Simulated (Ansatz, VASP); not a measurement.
**One calculation of HfO2, two programs**

INCAR

```
SYSTEM = HfO2
  PREC = Accurate
  ENCUT = 520
  EDIFF = 1E-7
  ISMEAR = -1
  SIGMA = 0.08
  LREAL = .FALSE.
  LASPH = .TRUE.
  NELM = 100
  ALGO = Normal
  ISIF = 2
  LWAVE = .FALSE.
  LCHARG = .FALSE.
  GGA = PE
  NBANDS = 18
```

The input KPOINTS:

```
regular mesh
0
G
  13 13 7
  0 0 0
```

POSCAR

```
HfO2
1.0
    3.2310772220      0.0000000000      0.0000000000
   -1.6155386110      2.7981949558      0.0000000000
    0.0000000000      0.0000000000      4.5226389583
Hf O
1 2
Direct
    0.0000000000      0.0000000000      0.0000000000
    0.3333333333      0.6666666667      0.2149580986
    0.6666666667      0.3333333333      0.7850419014
```

Input for Ansatz:

```yaml
crystal:
  lattice:
    - [3.231077222, 0.0, 0.0]
    - [-1.615538611, 2.7981949558, 0.0]
    - [0.0, 0.0, 4.5226389583]
  atoms:
    - { symbol: Hf, position: [0.0, 0.0, 0.0] }
    - { symbol: O, position: [0.3333333333, 0.6666666667, 0.2149580986] }
    - { symbol: O, position: [0.6666666667, 0.3333333333, 0.7850419014] }
kpoints:
  mp_grid: { grid: [13, 13, 7] }
scf:
  occupations: { method: fermi_dirac, width: 0.08 }
hamiltonian:
  xc: pbe
  pseudopotentials: { kind: paw }
output:
  forces: true
  stress: true
  eigenvalues: true
  populations: true
  write_density: true
  write_potential: true
  elf: true
  volumetric_format: npy
```

Change from the starting cell: volume scaled by 0.8, PAW files.

Alike in both runs: task single point; functional PBE; k mesh 13 × 13 × 7; occupations fermi-dirac, width 0.08 eV; no spin polarisation.

```csv
,VASP,Ansatz
version,VASP 6.6.1,Ansatz 0.2.0
potentials or method,"VASP PAW PBE potentials, release 64 (Hf_pv, O)","PAW with Ansatz's default frozen-core files, scalar-relativistic"
plane-wave cutoff (eV),520,420
valence electrons in the cell,22,38
```

|  | VASP | Ansatz | Ansatz less VASP |
| --- | --- | --- | --- |
| gap on the k mesh at the Fermi level (eV) | 4.43 | 4.40 | -0.028 |
| pressure (GPa) | 1.3 | 3.9 | +2.56 |
| traceless stress, the component that is largest in VASP (GPa) | 0.76 | -0.09 | -0.850 |
| rms of the force components (eV/Å) | 0.095 | 0.000 | -0.0947 |

Atom by atom the forces differ by 0.095 eV/Å (rms over components). With one functional, cell and mesh, what is left measures potentials, basis and numerics. VASP's potentials hold 22 valence electrons a cell and Ansatz's 38, so a difference there can come from the potentials and not from the codes.

Neither program's run includes spin-orbit coupling.
